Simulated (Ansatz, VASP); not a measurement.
# Two plane-wave programs on Mn

INCAR

```
PREC = Accurate
ENCUT = 520
EDIFF = 1E-7
ISMEAR = -1
SIGMA = 0.05
LREAL = F
LASPH = T
NELM = 150
ALGO = Normal
ISIF = 2
LWAVE = F
LCHARG = F
ISPIN = 2
MAGMOM = 2.584 -2.584
LORBIT = 11
LMAXMIX = 4
GGA = RP
NBANDS = 24
```

The input KPOINTS:

```
Automatic mesh
0
Gamma
  18 18 18
```

The input POSCAR:

```
Mn
1.0
    0.0000000000      2.4303022430      2.4303022430
    2.4303022430      0.0000000000      2.4303022430
    2.4303022430      2.4303022430      0.0000000000
Mn
2
Direct
    0.0000000000      0.0000000000      0.0000000000
    0.5000000000      0.5000000000      0.5000000000
```

Input for Ansatz:

```yaml
crystal:
  lattice:
    - [0.0, 2.430302243, 2.430302243]
    - [2.430302243, 0.0, 2.430302243]
    - [2.430302243, 2.430302243, 0.0]
  atoms:
    - { symbol: Mn, position: [0.0, 0.0, 0.0], spin: 2.584 }
    - { symbol: Mn, position: [0.5, 0.5, 0.5], spin: -2.584 }
hamiltonian:
  xc: rpbe
  pseudopotentials:
    kind: paw
    azcp:
      Mn: "pseudopotentials/Mn.paw.azcp"
basis:
  ecutwfc: 420
  fft_grid_basis: typed
kpoints:
  mp_grid: { grid: [18, 18, 18], shift: [0, 0, 0] }
magnetization:
  spin_polarized: true
scf:
  occupations: { method: fermi_dirac, width: 0.05 }
output:
  write_density: true
  write_potential: true
  elf: true
  volumetric_format: npy
```

Alike in both runs: task single point; functional RPBE; k mesh 18 × 18 × 18; occupations fermi-dirac, width 0.05 eV; collinear spin.

|  | VASP | Ansatz |
| --- | --- | --- |
| version | VASP 6.6.1 | Ansatz 0.2.0 |
| potentials or method | VASP PAW PBE potentials, release 64 (Mn_pv), cutoff 520 eV | plane waves (420 eV) with PAW, scalar-relativistic |
| valence electrons in the cell | 26 | 30 |

|  | VASP | Ansatz | Ansatz less VASP |
| --- | --- | --- | --- |
| net moment per atom (μB) | 0.00 | 0.00 | 0.000 |
| size of the moment on the site where the two differ most (μB) | 2.70 | 2.59 | -0.114 |

VASP's potentials were made for PBE, not for RPBE. Site moments also hang on the region over which each program counts them. The functional is the same, so the differences come from potentials, cutoffs and numerics. VASP's potentials hold 26 valence electrons a cell and Ansatz's 30, so a difference there can come from the potentials and not from the codes.
